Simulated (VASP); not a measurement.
# MnO (P6_3mc) in VASP: further runs

Runs on MnO. Level: LDA. Tasks: single point.

Everything below comes from runs of VASP 6.6.1. Logs are shortened: lines on timing, memory, paths and dates and some standing lists are left out, and cuts for length are marked.

## Step 1: The cell of the first run

It takes space group P6_3mc (No. 186, hexagonal). The conventional cell has a = 3.303 Å, b = 3.303 Å, c = 5.276 Å, α = 90.00°, β = 90.00°, γ = 120.00°. Within 2.5 Å of Mn (site symmetry 3m) lie 4 O at 1.92 to 2.04 Å. O (site symmetry 3m) has 4 Mn at 1.92 to 2.04 Å within 2.5 Å.

## Step 2: Single point, LDA, collinear spin, ferromagnetic start

INCAR reads:

```
PREC = Accurate ; ENCUT = 520
EDIFF = 1E-6 ; ISMEAR = -1
SIGMA = 0.05 ; LREAL = False
LASPH = True ; NELM = 150
ALGO = Normal ; ISIF = 2
LWAVE = False ; LCHARG = False
ISPIN = 2 ; MAGMOM = 4 4 0 0
LORBIT = 11 ; LMAXMIX = 4
NBANDS = 31
```

KPOINTS reads:

```
regular mesh
0
Gamma
  9 9 5
```

POSCAR reads:

```
MnO
1.0
    3.3028704828      0.0000000000      0.0000000000
   -1.6514352414      2.8603697434      0.0000000000
    0.0000000000      0.0000000000      5.2755609885
Mn O
2 2
Direct
    0.6666666667      0.3333333333      0.5109600000
    0.3333333333      0.6666666667      0.0109600000
    0.6666666667      0.3333333333      0.8754700000
    0.3333333333      0.6666666667      0.3754700000
```

Potentials or basis: VASP PAW LDA potentials, release 64 (Mn_pv, O).

Command:

```bash
$ cat potpaw_LDA.64/Mn_pv/POTCAR potpaw_LDA.64/O/POTCAR > POTCAR
$ mpirun -np 1 vasp_std > vasp.out
```

OUTCAR:

```text
PREC = Accurate
   ENCUT = 520
   EDIFF = 1E-6
   ISMEAR = -1
   LREAL = False
   LASPH = True
   NELM = 150
   ISIF = 2
   ISPIN = 2
   LORBIT = 11

 ion  position               nearest neighbor table
   1  0.667  0.333  0.511-   3 1.92   4 2.04   4 2.04   4 2.04
   2  0.333  0.667  0.011-   4 1.92   3 2.04   3 2.04   3 2.04
   3  0.667  0.333  0.875-   1 1.92   2 2.04   2 2.04   2 2.04
   4  0.333  0.667  0.375-   2 1.92   1 2.04   1 2.04   1 2.04

  LATTYP: Found a hexagonal cell.
 ALAT       =     3.3028704828
 C/A-ratio  =     1.5972654744

  Lattice vectors:

 A1 = (   3.3028704828,   0.0000000000,   0.0000000000)
 A2 = (  -1.6514352414,   2.8603697434,   0.0000000000)
 A3 = (   0.0000000000,   0.0000000000,   5.2755609885)

Analysis of symmetry for initial positions (statically):
=====================================================================
 Subroutine PRICEL returns:
 Original cell was already a primitive cell.

 Routine SETGRP: Setting up the symmetry group for a
 hexagonal supercell.

 Subroutine GETGRP returns: Found 12 space group operations
 (whereof  6 operations were pure point group operations)
 out of a pool of 24 trial point group operations.

The static configuration has the point symmetry C_3v.
 The point group associated with its full space group is C_6v.

Analysis of symmetry for dynamics (positions and initial velocities):
=====================================================================
 Subroutine PRICEL returns:
 Original cell was already a primitive cell.

 Routine SETGRP: Setting up the symmetry group for a
 hexagonal supercell.

 Subroutine GETGRP returns: Found 12 space group operations
 (whereof  6 operations were pure point group operations)
 out of a pool of 24 trial point group operations.

The dynamic configuration has the point symmetry C_3v.
 The point group associated with its full space group is C_6v.

Analysis of structural, dynamic, and magnetic symmetry:
=====================================================================
 Subroutine PRICEL returns:
 Original cell was already a primitive cell.

 Routine SETGRP: Setting up the symmetry group for a
 hexagonal supercell.

 Subroutine GETGRP returns: Found 12 space group operations
 (whereof  6 operations were pure point group operations)
 out of a pool of 24 trial point group operations.

The overall configuration has the point symmetry C_3v.
 The point group associated with its full space group is C_6v.

 Subroutine INISYM returns: Found 12 space group operations
 (whereof  6 operations are pure point group operations),
 and found     1 'primitive' translations

----------------------------------------------------------------------------------------

                                     Primitive cell

  volume of cell :      49.8405

  direct lattice vectors                    reciprocal lattice vectors
     3.302870483  0.000000000  0.000000000     0.302766943  0.174802576  0.000000000
    -1.651435241  2.860369743  0.000000000     0.000000000  0.349605152  0.000000000
     0.000000000  0.000000000  5.275560988     0.000000000  0.000000000  0.189553301

  length of vectors
     3.302870483  3.302870483  5.275560988     0.349605152  0.349605152  0.189553301

  position of ions in fractional coordinates (direct lattice)
     0.666666667  0.333333333  0.510960000
     0.333333333  0.666666667  0.010960000
     0.666666667  0.333333333  0.875470000
     0.333333333  0.666666667  0.375470000

  ion indices of the primitive-cell ions
   primitive index   ion index
                 1           1
                 2           2
                 3           3
                 4           4

----------------------------------------------------------------------------------------

 KPOINTS: regular mesh

Automatic generation of k-mesh.
 Grid dimensions read from file:
 generate k-points for:    9    9    5

 Generating k-lattice:

  Cartesian coordinates                     Fractional coordinates (reciprocal lattice)
     0.033640771  0.019422508  0.000000000     0.111111111  0.000000000  0.000000000
     0.000000000  0.038845017  0.000000000     0.000000000  0.111111111  0.000000000
     0.000000000  0.000000000  0.037910660     0.000000000  0.000000000  0.200000000

  Length of vectors
     0.038845017  0.038845017  0.037910660

  Shift w.r.t. Gamma in fractional coordinates (k-lattice)
     0.000000000  0.000000000  0.000000000

 Subroutine IBZKPT returns following result:
 ===========================================

 Found     36 irreducible k-points:

 Following reciprocal coordinates:
            Coordinates               Weight
  0.000000  0.000000  0.000000      1.000000
  0.111111  0.000000  0.000000      6.000000
  0.222222 -0.000000  0.000000      6.000000
  0.333333 -0.000000  0.000000      6.000000
  0.444444 -0.000000  0.000000      6.000000
  0.111111  0.111111  0.000000      6.000000
[... 16 lines left out ...]
  0.333333  0.222222  0.200000     24.000000
  0.333333  0.333333  0.200000      4.000000
 [... further k-points ...]
   k-points           NKPTS =     36   k-points in BZ     NKDIM =     36   number of bands    NBANDS=     31
   number of dos      NEDOS =    301   number of ions     NIONS =      4
   total plane-waves  NPLWV =  31360
   dimension x,y,z NGX =    28 NGY =   28 NGZ =   40
   dimension x,y,z NGXF=    56 NGYF=   56 NGZF=   80
   ions per type =               2   2
   NGX,Y,Z   is equivalent  to a cutoff of  14.09, 14.09, 12.60 a.u.
   NGXF,Y,Z  is equivalent  to a cutoff of  28.19, 28.19, 25.21 a.u.
 SYSTEM =  unknown system
   PREC   = accura    normal or accurate (medium, high low for compatibility)
   ISTART =      0    job   : 0-new  1-cont  2-samecut
   ICHARG =      2    charge: 1-file 2-atom 10-const
   ISPIN  =      2    spin polarized calculation?
   LNONCOLLINEAR =      F non collinear calculations
   LSORBIT =      F    spin-orbit coupling
   LASPH  =      T    aspherical Exc in radial PAW
   ENCUT  =  520.0 eV  38.22 Ry    6.18 a.u.   6.14  6.14  9.81*2*pi/ulx,y,z
   NELM   =    150;   NELMIN=  2; NELMDL= -5     # of ELM steps
   EDIFF  = 0.1E-05   stopping-criterion for ELM
   LREAL  =      F    real-space projection
   EDIFFG = 0.1E-04   stopping-criterion for IOM
   NSW    =      0    number of steps for IOM
   IBRION =     -1    ionic relax: 0-MD 1-quasi-New 2-CG
   NFREE  =      0    steps in history (QN), initial steepest desc. (CG)
   ISIF   =      2    stress and relaxation
   ISYM   =      2    0-nonsym 1-usesym 2-fastsym
   POTIM  = 0.5000    time-step for ionic-motion
   TEBEG  =    0.0;   TEEND  =   0.0 temperature during run
   PSTRESS=    0.0 pullay stress
   NELECT =      38.0000    total number of electrons
   NUPDOWN=      -1.0000    fix difference up-down
   EMIN   =  10.00;   EMAX   =-10.00  energy-range for DOS
[... 5 lines left out ...]
     AMIX     =   0.40;   BMIX     =  1.00
     AMIX_MAG =   1.60;   BMIX_MAG =  1.00
  volume/ion in A,a.u.               =      12.46        84.09
  Fermi-wavevector in a.u.,A,eV,Ry     =   1.495576  2.826229 30.432810  2.236748
  Thomas-Fermi vector in A             =   2.607703
   LORBIT       =     11    0 simple, 1 ext, 2 COOP (PROOUT), +10 PAW based schemes
   GGA     = CA    functional components
   LHFCALC =     F    Hartree Fock is set to
   AEXX    =    0.0000 exact exchange contribution
   IVDW    =     0    specifies the selected vdW correction
   LEPSILON=     F    determine dielectric tensor
   LRPA    =     F    only Hartree local field effects (RPA)
 spin polarized calculation
  energy-cutoff  :      520.00
  volume of cell :       49.84
 maximum number of plane-waves:      1362
 NGX is ok and might be reduce to    28
   NGX = 13   NGY = 13   NGZ = 19

 number of electron      38.0000005 magnetization      10.1186032

 number of electron      38.0000006 magnetization       9.2102716

 Free energy of the ion-electron system (eV)
  ---------------------------------------------------
  ext. energy  EPLUGINS =         0.00000000
  ---------------------------------------------------
  free energy    TOTEN  =       -34.93458312 eV

  energy without entropy =      -34.90701264  energy(sigma->0) =      -34.92079788

 E-fermi :   6.0208     XC(G=0): -11.4741

 val. band max:        6.0138199770   @ k =   0.2222   0.1111   0.2000
 cond. band min:       6.0297898888   @ k =   0.1111   0.0000   0.4000
 fundamental gap:      0.0159699118
 Fermi energy:         6.0208467548

 spin component 1

 k-point     1 :       0.0000    0.0000    0.0000
  band No.  band energies     occupation
      1     -43.8077      1.00000
      2     -43.7551      1.00000
      3     -43.7509      1.00000
      4     -43.7509      1.00000
      5     -43.7426      1.00000
      6     -43.7426      1.00000
[... 23 lines left out ...]
     30      18.6529      0.00000
     31      19.2186      0.00000
[... 751 lines left out ...]
      1     -43.7847      1.00000
      2     -43.7847      1.00000
      3     -43.7722      1.00000
      4     -43.7644      1.00000
      5     -43.7644      1.00000
      6     -43.7608      1.00000
[... 23 lines left out ...]
     30      15.3455      0.00000
     31      16.8681      0.00000

 [... further k-points ...]

 spin component 2

 k-point     1 :       0.0000    0.0000    0.0000
  band No.  band energies     occupation
      1     -39.8198      1.00000
      2     -39.7513      1.00000
      3     -39.7266      1.00000
      4     -39.7266      1.00000
      5     -39.7161      1.00000
      6     -39.7161      1.00000
[... 23 lines left out ...]
     30      19.5256      0.00000
     31      20.3869      0.00000
[... 751 lines left out ...]
      1     -39.7853      1.00000
      2     -39.7853      1.00000
      3     -39.7535      1.00000
      4     -39.7491      1.00000
      5     -39.7491      1.00000
      6     -39.7390      1.00000
[... 23 lines left out ...]
     30      16.7387      0.00000
     31      17.8081      0.00000

 [... further k-points ...]
[... 5 lines left out ...]
  --------------------------------------------------------------------------------------
  -------------------------------------------------------------------------------------
  Total       -1.2822855     -1.2822855      1.3949715      0.0000000      0.0000000      0.0000000
  in kB      -41.2204708    -41.2204708     44.8428843      0.0000000      0.0000000      0.0000000
  external PRESSURE =     -12.5326858 kB  Pullay stress =       0.0000000 kB

 VOLUME and BASIS-vectors are now :
 -----------------------------------------------------------------------------
  energy-cutoff  :      520.00
  volume of cell :       49.84
      direct lattice vectors                 reciprocal lattice vectors
     3.302870483  0.000000000  0.000000000     0.302766943  0.174802576  0.000000000
    -1.651435241  2.860369743  0.000000000     0.000000000  0.349605152  0.000000000
     0.000000000  0.000000000  5.275560988     0.000000000  0.000000000  0.189553301

 POSITION                                       TOTAL-FORCE (eV/Angst)
 -----------------------------------------------------------------------------------
      1.65144      0.95346      2.69560        -0.000000      0.000000     -0.621384
     -0.00000      1.90691      0.05782         0.000000     -0.000000     -0.621384
      1.65144      0.95346      4.61860        -0.000000      0.000000      0.621384
     -0.00000      1.90691      1.98081         0.000000     -0.000000      0.621384
 -----------------------------------------------------------------------------------
    total drift:                               -0.000000     -0.000000      0.000448

  FREE ENERGIE OF THE ION-ELECTRON SYSTEM (eV)
  ---------------------------------------------------
  free  energy   TOTEN  =       -34.9345831206 eV

  energy  without entropy=      -34.9070126358  energy(sigma->0) =      -34.92079788

 total charge

# of ion       s       p       d       tot
------------------------------------------
    1        0.257   6.257   5.014  11.527
    2        0.257   6.257   5.014  11.527
    3        1.547   3.445   0.000   4.992
    4        1.547   3.445   0.000   4.992
--------------------------------------------------
tot          3.608  19.403  10.027  33.039

 magnetization (x)

# of ion       s       p       d       tot
------------------------------------------
    1        0.031   0.059   3.986   4.076
    2        0.031   0.059   3.986   4.076
    3        0.019   0.169   0.000   0.188
    4        0.019   0.169   0.000   0.188
--------------------------------------------------
tot          0.100   0.456   7.972   8.527
```

It took 51 s on 1 thread of Intel Xeon 6975P-C (Granite Rapids), shared host; peak memory 0.2 GiB.

What came out:

| Property | Result |
| --- | --- |
| Free energy | -34.9346 eV |
| Pressure | -1.3 GPa |
| Largest force | 0.621 eV/Å |
| Net moment | 9.21 μB per cell |
| Site moments | Mn +4.08; O +0.19 μB |
| Valence electrons inside the program's atomic spheres | Mn 11.53; O 4.99 |

Forces in eV/Å, atoms in the order of the input:
```
Mn   0.000  0.000 -0.621
Mn   0.000  0.000 -0.621
O    0.000  0.000  0.621
O    0.000  0.000  0.621
```

Caveat: semilocal functionals often make such compounds metallic where correlation or magnetic order opens a gap, which also shifts bond lengths; only a ferromagnetic start was run, and an antiferromagnetic order may lie lower in energy.

## Step 3: Single point, LDA, collinear spin, ferromagnetic start

This run uses another cell than the first one, of 12.73 Å³/atom, 1.021 times its volume.

INCAR reads:

```
SYSTEM = MnO
PREC = Accurate
ENCUT = 520
EDIFF = 1E-7
ISMEAR = -1
SIGMA = 0.05
LREAL = .False.
LASPH = .True.
NELM = 150
ALGO = Normal
ISIF = 2
LWAVE = .False.
LCHARG = .False.
ISPIN = 2
MAGMOM = 4 4 0 0
LORBIT = 11
LMAXMIX = 4
NBANDS = 31
```

KPOINTS reads:

```
Automatic mesh
0
Gamma
  9 9 5
  0 0 0
```

POSCAR reads:

```
MnO
1.0
    3.3261309004      0.0000000000      0.0000000000
   -1.6630654502      2.8805138560      0.0000000000
    0.0000000000      0.0000000000      5.3127140505
Mn O
2 2
Direct
    0.6666666667      0.3333333333      0.5109600000
    0.3333333333      0.6666666667      0.0109600000
    0.6666666667      0.3333333333      0.8754700000
    0.3333333333      0.6666666667      0.3754700000
```

Potentials or basis: VASP PAW LDA potentials, release 64 (Mn_pv, O).

Command:

```bash
$ cat potpaw_LDA.64/Mn_pv/POTCAR potpaw_LDA.64/O/POTCAR > POTCAR
$ mpirun -np 1 vasp_std > vasp.out
```

OUTCAR:

```text
SYSTEM = MnO
   PREC = Accurate
   ENCUT = 520
   EDIFF = 1E-7
   ISMEAR = -1
   LREAL = .False.
   LASPH = .True.
   NELM = 150
   ISIF = 2
   ISPIN = 2
   LORBIT = 11

 ion  position               nearest neighbor table
   1  0.667  0.333  0.511-   3 1.94   4 2.05   4 2.05   4 2.05
   2  0.333  0.667  0.011-   4 1.94   3 2.05   3 2.05   3 2.05
   3  0.667  0.333  0.875-   1 1.94   2 2.05   2 2.05   2 2.05
   4  0.333  0.667  0.375-   2 1.94   1 2.05   1 2.05   1 2.05

  LATTYP: Found a hexagonal cell.
 ALAT       =     3.3261309004
 C/A-ratio  =     1.5972654744

  Lattice vectors:

 A1 = (   3.3261309004,   0.0000000000,   0.0000000000)
 A2 = (  -1.6630654502,   2.8805138560,   0.0000000000)
[... 1862 lines left out ...]
    -1.663065450  2.880513856  0.000000000     0.000000000  0.347160281  0.000000000
     0.000000000  0.000000000  5.312714051     0.000000000  0.000000000  0.188227710

 POSITION                                       TOTAL-FORCE (eV/Angst)
 -----------------------------------------------------------------------------------
      1.66307      0.96017      2.71458         0.000000      0.000000     -0.623114
     -0.00000      1.92034      0.05823        -0.000000     -0.000000     -0.623114
      1.66307      0.96017      4.65112        -0.000000      0.000000      0.623114
     -0.00000      1.92034      1.99476         0.000000     -0.000000      0.623114
 -----------------------------------------------------------------------------------
    total drift:                               -0.000001     -0.000000      0.001103

  FREE ENERGIE OF THE ION-ELECTRON SYSTEM (eV)
  ---------------------------------------------------
  free  energy   TOTEN  =       -34.9236212145 eV

  energy  without entropy=      -34.8985545311  energy(sigma->0) =      -34.91108787

 total charge

# of ion       s       p       d       tot
------------------------------------------
    1        0.253   6.248   4.998  11.499
    2        0.253   6.248   4.998  11.499
    3        1.546   3.440   0.000   4.986
    4        1.546   3.440   0.000   4.986
--------------------------------------------------
tot          3.598  19.377   9.996  32.971

 magnetization (x)

# of ion       s       p       d       tot
------------------------------------------
    1        0.032   0.059   4.079   4.169
    2        0.032   0.059   4.079   4.169
    3        0.019   0.179   0.000   0.198
    4        0.019   0.179   0.000   0.198
--------------------------------------------------
tot          0.102   0.476   8.157   8.735
```

OSZICAR:

```text
N       E                     dE             d eps       ncg     rms          rms(c)
DAV:   1     0.450956290380E+03    0.45096E+03   -0.21030E+04  4464   0.146E+03
DAV:   2    -0.392357484503E+01   -0.45488E+03   -0.42598E+03  4618   0.441E+02
DAV:   3    -0.398905211453E+02   -0.35967E+02   -0.35144E+02  5074   0.133E+02
DAV:   4    -0.404395261933E+02   -0.54901E+00   -0.54836E+00  4786   0.177E+01
DAV:   5    -0.404455364296E+02   -0.60102E-02   -0.60101E-02  5087   0.190E+00    0.228E+01
DAV:   6    -0.364490192190E+02    0.39965E+01   -0.29563E+01  5376   0.533E+01    0.207E+01
DAV:   7    -0.349093126506E+02    0.15397E+01   -0.53019E+00  4677   0.325E+01    0.127E+01
DAV:   8    -0.349750201290E+02   -0.65707E-01   -0.77049E-01  4884   0.494E+00    0.817E+00
DAV:   9    -0.348527415277E+02    0.12228E+00   -0.29548E-01  5495   0.512E+00    0.487E+00
DAV:  10    -0.349081731766E+02   -0.55432E-01   -0.77596E-02  4730   0.235E+00    0.272E+00
DAV:  11    -0.349189886214E+02   -0.10815E-01   -0.35859E-02  4751   0.133E+00    0.105E+00
DAV:  12    -0.349234889975E+02   -0.45004E-02   -0.79582E-03  4898   0.627E-01    0.272E-01
DAV:  13    -0.349236111432E+02   -0.12215E-03   -0.34195E-04  4835   0.140E-01    0.955E-02
DAV:  14    -0.349236216221E+02   -0.10479E-04   -0.11311E-04  4899   0.850E-02    0.301E-02
DAV:  15    -0.349236198887E+02    0.17334E-05   -0.12636E-05  4804   0.250E-02    0.139E-02
DAV:  16    -0.349236209731E+02   -0.10844E-05   -0.16374E-06  4958   0.945E-03    0.675E-03
DAV:  17    -0.349236211979E+02   -0.22479E-06   -0.17254E-07  3743   0.354E-03    0.322E-03
DAV:  18    -0.349236212145E+02   -0.16606E-07   -0.19808E-07  3446   0.292E-03
   1 F= -.34923621E+02 E0= -.34911088E+02  d E =-.250667E-01  mag=     9.4531
```

It took 53 s on 1 thread of Intel Xeon 6975P-C (Granite Rapids), shared host; peak memory 0.2 GiB.

What came out:

```
Free energy                                           : -34.9236 eV
Pressure                                              : -2.4 GPa
Largest force                                         : 0.623 eV/Å
Net moment                                            : 9.45 μB per cell
Site moments                                          : Mn +4.17; O +0.20 μB
Valence electrons inside the program's atomic spheres : Mn 11.50; O 4.99
```

Forces on the atoms (eV/Å):
```
Mn   0.000  0.000 -0.623
Mn   0.000  0.000 -0.623
O    0.000  0.000  0.623
O    0.000  0.000  0.623
```

Stress tensor (GPa, compression positive):
```
-5.09  0.00  0.00
 0.00 -5.09  0.00
 0.00  0.00  2.86
```

Levels at points of the mesh, in eV from the Fermi level:
Spin up:
```
           k point  band 22  band 23  band 24  band 25  band 26  band 27
(0.00, 0.00, 0.00)    -0.73     0.38     0.38     0.42     4.04     5.95
```
Spin down:
| k point | band 12 | band 13 | band 14 | band 15 | band 16 | band 17 |
| --- | --- | --- | --- | --- | --- | --- |
| (0.00, 0.00, 0.00) | -5.18 | -4.94 | -4.94 | -0.19 | 0.60 | 0.60 |

Caveat: semilocal functionals often make such compounds metallic where correlation or magnetic order opens a gap, which also shifts bond lengths; only a ferromagnetic start was run, and an antiferromagnetic order may lie lower in energy. With open d or f shells a metallic result of LDA can be an artefact of self-interaction; +U or a hybrid may open a gap.

(Continued in part 2 of 2.)
